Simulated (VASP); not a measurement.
# BaTiO3 (Pm-3m) in VASP: a series of runs

BaTiO3 is run at these levels: LDA; tasks: single point.

Everything below comes from runs of VASP 6.6.1. Logs are shortened: lines on timing, memory, paths and dates and some standing lists are left out, and cuts for length are marked.

### Step 1. The cell of the first run

Symmetry: Pm-3m, No. 221, cubic system. The conventional cell has a = 4.006 Å, b = 4.006 Å, c = 4.006 Å, α = 90.00°, β = 90.00°, γ = 90.00°. Ba (site symmetry m-3m) has 12 O at 2.83 Å and 8 Ti at 3.47 Å within 3.7 Å. Ti (site symmetry m-3m) has 6 O at 2.00 Å within 2.7 Å. Within 2.7 Å of O (site symmetry 4/mmm) lie 2 Ti at 2.00 Å.

### Step 2. Single point, LDA

The input, INCAR:

```
SYSTEM = BaTiO3
  ALGO = Normal
  EDIFF = 1E-6
  ENCUT = 520
  ISIF = 2
  ISMEAR = -1
  LASPH = .TRUE.
  LCHARG = .FALSE.
  LREAL = .FALSE.
  LWAVE = .FALSE.
  NBANDS = 28
  NELM = 80
  PREC = Accurate
  SIGMA = 0.05
```

The input, KPOINTS:

```
k-points
0
G
  7 7 7
  0 0 0
```

The input, POSCAR:

```
BaTiO3
1.0
    4.0060000000      0.0000000000      0.0000000000
    0.0000000000      4.0060000000      0.0000000000
    0.0000000000      0.0000000000      4.0060000000
Ba Ti O
1 1 3
Direct
    0.5000000000      0.5000000000      0.5000000000
    0.0000000000      0.0000000000      0.0000000000
    0.0000000000      0.0000000000      0.5000000000
    0.0000000000      0.5000000000      0.0000000000
    0.5000000000      0.0000000000      0.0000000000
```

Potentials or basis: VASP PAW LDA potentials, release 64 (Ba_sv, Ti_sv, O).

Command:

```
$ cat potpaw_LDA.64/Ba_sv/POTCAR potpaw_LDA.64/Ti_sv/POTCAR potpaw_LDA.64/O/POTCAR > POTCAR
$ mpirun -np 1 vasp_std > vasp.out
```

OUTCAR:

```text
SYSTEM = BaTiO3
   EDIFF = 1E-6
   ENCUT = 520
   ISIF = 2
   ISMEAR = -1
   LASPH = .TRUE.
   LREAL = .FALSE.
   NELM = 80
   PREC = Accurate

 ion  position               nearest neighbor table
   1  0.500  0.500  0.500-   3 2.83   4 2.83   5 2.83   4 2.83   5 2.83   3 2.83   5 2.83   5 2.83
                             3 2.83   4 2.83   4 2.83   3 2.83   2 3.47   2 3.47   2 3.47   2 3.47
   2  0.000  0.000  0.000-   3 2.00   4 2.00   5 2.00   3 2.00   4 2.00   5 2.00   1 3.47   1 3.47
                             1 3.47   1 3.47   1 3.47   1 3.47   1 3.47   1 3.47
   3  0.000  0.000  0.500-   2 2.00   2 2.00   1 2.83   1 2.83   1 2.83   1 2.83
   4  0.000  0.500  0.000-   2 2.00   2 2.00   1 2.83   1 2.83   1 2.83   1 2.83
   5  0.500  0.000  0.000-   2 2.00   2 2.00   1 2.83   1 2.83   1 2.83   1 2.83

  LATTYP: Found a simple cubic cell.
 ALAT       =     4.0060000000

  Lattice vectors:

 A1 = (   4.0060000000,   0.0000000000,   0.0000000000)
 A2 = (   0.0000000000,   4.0060000000,   0.0000000000)
 A3 = (   0.0000000000,   0.0000000000,   4.0060000000)

Analysis of symmetry for initial positions (statically):
=====================================================================
 Subroutine PRICEL returns:
 Original cell was already a primitive cell.

 Routine SETGRP: Setting up the symmetry group for a
 simple cubic supercell.

 Subroutine GETGRP returns: Found 48 space group operations
 (whereof 48 operations were pure point group operations)
 out of a pool of 48 trial point group operations.

The static configuration has the point symmetry O_h .

Analysis of symmetry for dynamics (positions and initial velocities):
=====================================================================
 Subroutine PRICEL returns:
 Original cell was already a primitive cell.

 Routine SETGRP: Setting up the symmetry group for a
 simple cubic supercell.

 Subroutine GETGRP returns: Found 48 space group operations
 (whereof 48 operations were pure point group operations)
 out of a pool of 48 trial point group operations.

The dynamic configuration has the point symmetry O_h .

 Subroutine INISYM returns: Found 48 space group operations
 (whereof 48 operations are pure point group operations),
 and found     1 'primitive' translations

----------------------------------------------------------------------------------------

                                     Primitive cell

  volume of cell :      64.2884

  direct lattice vectors                    reciprocal lattice vectors
     4.006000000  0.000000000  0.000000000     0.249625562  0.000000000  0.000000000
     0.000000000  4.006000000  0.000000000     0.000000000  0.249625562  0.000000000
     0.000000000  0.000000000  4.006000000     0.000000000  0.000000000  0.249625562
[... 91 lines left out ...]
   ISIF   =      2    stress and relaxation
   ISYM   =      2    0-nonsym 1-usesym 2-fastsym
   POTIM  = 0.5000    time-step for ionic-motion
   TEBEG  =    0.0;   TEEND  =   0.0 temperature during run
   PSTRESS=    0.0 pullay stress
   NELECT =      40.0000    total number of electrons
   NUPDOWN=      -1.0000    fix difference up-down
   EMIN   =  10.00;   EMAX   =-10.00  energy-range for DOS
   EFERMI =   0.00;   METHOD = LEGACY
   ISMEAR =    -1;   SIGMA  =   0.05  broadening in eV -4-tet -1-fermi 0-gaus
   EFERMI_NEDOS =   21; number of points for ismear=-14 and -15
   IALGO  =     38    algorithm
   IMIX   =      4    mixing-type and parameters
     AMIX     =   0.40;   BMIX     =  1.00
     AMIX_MAG =   1.60;   BMIX_MAG =  1.00
  volume/ion in A,a.u.               =      12.86        86.77
  Fermi-wavevector in a.u.,A,eV,Ry     =   1.397603  2.641087 26.576187  1.953295
  Thomas-Fermi vector in A             =   2.520843
   LORBIT       =      0    0 simple, 1 ext, 2 COOP (PROOUT), +10 PAW based schemes
   GGA     = CA    functional components
   LHFCALC =     F    Hartree Fock is set to
   AEXX    =    0.0000 exact exchange contribution
   IVDW    =     0    specifies the selected vdW correction
   LEPSILON=     F    determine dielectric tensor
   LRPA    =     F    only Hartree local field effects (RPA)
 non-spin polarized calculation
  energy-cutoff  :      520.00
  volume of cell :       64.29
 maximum number of plane-waves:      1759
 NGX is ok and might be reduce to    30
   NGX = 15   NGY = 15   NGZ = 15

 number of electron      39.9999976 magnetization

 Free energy of the ion-electron system (eV)
  ---------------------------------------------------
  ext. energy  EPLUGINS =         0.00000000
  ---------------------------------------------------
  free energy    TOTEN  =       -44.09795722 eV

  energy without entropy =      -44.09795721  energy(sigma->0) =      -44.09795722

 E-fermi :   4.3311     XC(G=0): -11.7241

 val. band max:        3.4410558664   @ k =   0.4286   0.4286   0.4286
 cond. band min:       5.1555273463   @ k =   0.0000   0.0000   0.0000
 fundamental gap:      1.7144714799
 Fermi energy:         4.3310790588

 k-point     1 :       0.0000    0.0000    0.0000
  band No.  band energies     occupation
      1     -52.3923      2.00000
      2     -29.0052      2.00000
      3     -29.0052      2.00000
      4     -29.0052      2.00000
      5     -21.1598      2.00000
      6     -13.0724      2.00000
[... 609 lines left out ...]
     27      11.0537      0.00000
     28      11.0537      0.00000

------------------------ aborting loop because EDIFF is reached ----------------------------------------

  FORCE on cell =-STRESS in cart. coord.  units (eV):
  Direction    XX          YY          ZZ          XY          YZ          ZX
  --------------------------------------------------------------------------------------
  -------------------------------------------------------------------------------------
  Total       -2.9356208     -2.9356208     -2.9356208      0.0000000      0.0000000     -0.0000000
  in kB      -73.1606752    -73.1606752    -73.1606752      0.0000000      0.0000000     -0.0000000
  external PRESSURE =     -73.1606752 kB  Pullay stress =       0.0000000 kB

 VOLUME and BASIS-vectors are now :
 -----------------------------------------------------------------------------
  energy-cutoff  :      520.00
  volume of cell :       64.29
      direct lattice vectors                 reciprocal lattice vectors
     4.006000000  0.000000000  0.000000000     0.249625562  0.000000000  0.000000000
     0.000000000  4.006000000  0.000000000     0.000000000  0.249625562  0.000000000
     0.000000000  0.000000000  4.006000000     0.000000000  0.000000000  0.249625562

 POSITION                                       TOTAL-FORCE (eV/Angst)
 -----------------------------------------------------------------------------------
      2.00300      2.00300      2.00300         0.000000      0.000000      0.000000
      0.00000      0.00000      0.00000         0.000000      0.000000      0.000000
      0.00000      0.00000      2.00300         0.000000      0.000000      0.000000
      0.00000      2.00300      0.00000         0.000000      0.000000      0.000000
      2.00300      0.00000      0.00000         0.000000      0.000000      0.000000
 -----------------------------------------------------------------------------------
    total drift:                                0.000000     -0.000000      0.000000

  FREE ENERGIE OF THE ION-ELECTRON SYSTEM (eV)
  ---------------------------------------------------
  free  energy   TOTEN  =       -44.0979572200 eV

  energy  without entropy=      -44.0979572143  energy(sigma->0) =      -44.09795722
```

OSZICAR:

```text
N       E                     dE             d eps       ncg     rms          rms(c)
DAV:   1     0.419532264956E+03    0.41953E+03   -0.20519E+04  1120   0.152E+03
DAV:   2    -0.132201453877E+02   -0.43275E+03   -0.41284E+03  1264   0.416E+02
DAV:   3    -0.528032788947E+02   -0.39583E+02   -0.39195E+02  1328   0.130E+02
DAV:   4    -0.547913739165E+02   -0.19881E+01   -0.19841E+01  1760   0.261E+01
DAV:   5    -0.548287974541E+02   -0.37424E-01   -0.37414E-01  1440   0.329E+00    0.224E+01
DAV:   6    -0.445533260263E+02    0.10275E+02   -0.57006E+01  1608   0.652E+01    0.101E+01
DAV:   7    -0.443256116755E+02    0.22771E+00   -0.10073E+01  1480   0.234E+01    0.659E+00
DAV:   8    -0.441118140972E+02    0.21380E+00   -0.79683E-01  1312   0.772E+00    0.315E+00
DAV:   9    -0.441316656605E+02   -0.19852E-01   -0.31178E-01  1620   0.426E+00    0.159E+00
DAV:  10    -0.441016867779E+02    0.29979E-01   -0.18103E-01  1244   0.443E+00    0.511E-01
DAV:  11    -0.440980027234E+02    0.36841E-02   -0.16504E-02  1488   0.882E-01    0.109E-01
DAV:  12    -0.440983148992E+02   -0.31218E-03   -0.15894E-03  1540   0.342E-01    0.166E-01
DAV:  13    -0.440979562273E+02    0.35867E-03   -0.10513E-03  1392   0.322E-01    0.191E-02
DAV:  14    -0.440979571514E+02   -0.92406E-06   -0.37999E-05  1372   0.419E-02    0.884E-03
DAV:  15    -0.440979572200E+02   -0.68616E-07   -0.15474E-06  1244   0.822E-03
   1 F= -.44097957E+02 E0= -.44097957E+02  d E =-.566234E-08
```

It took 70 s on 1 thread of Intel Xeon 8259CL, shared host; peak memory 0.17 GiB.

What came out:

```
Free energy            : -44.0980 eV
Pressure               : -7.3 GPa
Band gap on the k mesh : 1.71 eV (least direct gap 1.80 eV)
```

Caveat: the cell stands under tension; spin-orbit coupling is left out, which moves the levels of the heavy elements; an odd mesh through Γ misses points on the zone boundary, where band edges can lie.

### Step 3. Single point, LDA

This run uses another cell than the first one, of 13.11 Å³/atom.

The input, INCAR:

```
SYSTEM = BaTiO3
ALGO = Normal ; EDIFF = 1E-6
ENCUT = 520 ; ISIF = 2
ISMEAR = -1 ; LASPH = .TRUE.
LCHARG = .TRUE. ; LELF = .TRUE.
LREAL = .FALSE. ; LVHAR = .TRUE.
LWAVE = .FALSE. ; NBANDS = 28
NELM = 60 ; PREC = Accurate
SIGMA = 0.05
```

KPOINTS is that of step 2.

Edit POSCAR of step 2 so:

```diff
@@ -2,5 +2,5 @@
 1.0
-    4.0060000000      0.0000000000      0.0000000000
-    0.0000000000      4.0060000000      0.0000000000
-    0.0000000000      0.0000000000      4.0060000000
+    4.0325305745      0.0000000000      0.0000000000
+    0.0000000000      4.0325305745      0.0000000000
+    0.0000000000      0.0000000000      4.0325305745
 Ba Ti O
```

Potentials or basis: VASP PAW LDA potentials, release 64 (Ba_sv, Ti_sv, O).

Command:

```
$ cat potpaw_LDA.64/Ba_sv/POTCAR potpaw_LDA.64/Ti_sv/POTCAR potpaw_LDA.64/O/POTCAR > POTCAR
$ mpirun -np 1 vasp_std > vasp.out
```

OUTCAR:

```text
SYSTEM = BaTiO3
   EDIFF = 1E-6
   ENCUT = 520
   ISIF = 2
   ISMEAR = -1
   LASPH = .TRUE.
   LREAL = .FALSE.
   NELM = 60
   PREC = Accurate

 ion  position               nearest neighbor table
   1  0.500  0.500  0.500-   3 2.85   4 2.85   5 2.85   4 2.85   5 2.85   3 2.85   5 2.85   5 2.85
                             3 2.85   4 2.85   4 2.85   3 2.85   2 3.49   2 3.49   2 3.49   2 3.49
   2  0.000  0.000  0.000-   3 2.02   4 2.02   5 2.02   3 2.02   4 2.02   5 2.02   1 3.49   1 3.49
                             1 3.49   1 3.49   1 3.49   1 3.49   1 3.49   1 3.49
   3  0.000  0.000  0.500-   2 2.02   2 2.02   1 2.85   1 2.85   1 2.85   1 2.85
   4  0.000  0.500  0.000-   2 2.02   2 2.02   1 2.85   1 2.85   1 2.85   1 2.85
   5  0.500  0.000  0.000-   2 2.02   2 2.02   1 2.85   1 2.85   1 2.85   1 2.85
[... 818 lines left out ...]
  Total       -4.2116575     -4.2116575     -4.2116575      0.0000000      0.0000000      0.0000000
  in kB     -102.9036116   -102.9036116   -102.9036116      0.0000000      0.0000000      0.0000000
  external PRESSURE =    -102.9036116 kB  Pullay stress =       0.0000000 kB

 VOLUME and BASIS-vectors are now :
 -----------------------------------------------------------------------------
  energy-cutoff  :      520.00
  volume of cell :       65.57
      direct lattice vectors                 reciprocal lattice vectors
     4.032530574  0.000000000  0.000000000     0.247983241  0.000000000  0.000000000
     0.000000000  4.032530574  0.000000000     0.000000000  0.247983241  0.000000000
     0.000000000  0.000000000  4.032530574     0.000000000  0.000000000  0.247983241

 POSITION                                       TOTAL-FORCE (eV/Angst)
 -----------------------------------------------------------------------------------
      2.01627      2.01627      2.01627         0.000000      0.000000      0.000000
      0.00000      0.00000      0.00000         0.000000      0.000000      0.000000
      0.00000      0.00000      2.01627         0.000000      0.000000      0.000000
      0.00000      2.01627      0.00000         0.000000      0.000000      0.000000
      2.01627      0.00000      0.00000         0.000000      0.000000      0.000000
 -----------------------------------------------------------------------------------
    total drift:                                0.000000     -0.000000      0.000000

  FREE ENERGIE OF THE ION-ELECTRON SYSTEM (eV)
  ---------------------------------------------------
  free  energy   TOTEN  =       -44.0285235608 eV

  energy  without entropy=      -44.0285235524  energy(sigma->0) =      -44.02852356
```

stdout:

```text
POSCAR found type information on POSCAR BaTiO
 POSCAR found :  3 types and       5 ions
 scaLAPACK will be used
 LDA part: xc-table for (Slater(with rela. corr.)+CA(PZ))
 , standard interpolation
 POSCAR, INCAR and KPOINTS ok, starting setup
 FFT: planning ... GRIDC
 FFT: planning ... GRID_SOFT
 FFT: planning ... GRID
 WAVECAR not read
 entering main loop
```

It took 68 s on 1 thread of Intel Xeon 8259CL, shared host; peak memory 0.17 GiB.

Results:

| Quantity | Value |
| --- | --- |
| Free energy | -44.0285 eV |
| Pressure | -10.3 GPa |
| Band gap on the k mesh | 1.67 eV (least direct gap 1.78 eV) |

Caveat: the cell stands under tension; spin-orbit coupling is left out, which moves the levels of the heavy elements; an odd mesh through Γ misses points on the zone boundary, where band edges can lie.

### Step 4. Single point, LDA

This run uses another cell than the first one, of 13.37 Å³/atom.

The input, INCAR:

```
SYSTEM = BaTiO3
ALGO = Normal
EDIFF = 1E-6
ENCUT = 520
GGA = CA
ISIF = 2
ISMEAR = -1
LASPH = .TRUE.
LCHARG = .FALSE.
LREAL = .FALSE.
LWAVE = .FALSE.
NBANDS = 28
NELM = 100
PREC = Accurate
SIGMA = 0.05
```

KPOINTS is that of step 3.

Edit POSCAR of step 3 so:

```diff
@@ -2,5 +2,5 @@
 1.0
-    4.0325305745      0.0000000000      0.0000000000
-    0.0000000000      4.0325305745      0.0000000000
-    0.0000000000      0.0000000000      4.0325305745
+    4.0587165717      0.0000000000      0.0000000000
+    0.0000000000      4.0587165717      0.0000000000
+    0.0000000000      0.0000000000      4.0587165717
 Ba Ti O
```

Command:

```
$ cat potpaw_LDA.64/Ba_sv/POTCAR potpaw_LDA.64/Ti_sv/POTCAR potpaw_LDA.64/O/POTCAR > POTCAR
$ mpirun -np 1 vasp_std > vasp.out
```

Wall time 50 s (1 thread of Intel Xeon 8259CL, shared host); peak memory 0.17 GiB.

It converged, with:

```yaml
Free_energy: -43.9362 eV
Pressure: -13.0 GPa
Band_gap_on_the_k_mesh: 1.64 eV (least direct gap 1.76 eV)
```

Levels at points of the mesh, in eV from the valence-band top:
```
           k point  band 18  band 19  band 20  band 21  band 22  band 23
(0.00, 0.00, 0.00)    -0.12    -0.12    -0.12     1.64     1.64     1.64
```

Caveat: the cell stands under tension; spin-orbit coupling is left out, which moves the levels of the heavy elements; an odd mesh through Γ misses points on the zone boundary, where band edges can lie.

(Part 1 of 2 ends here.)
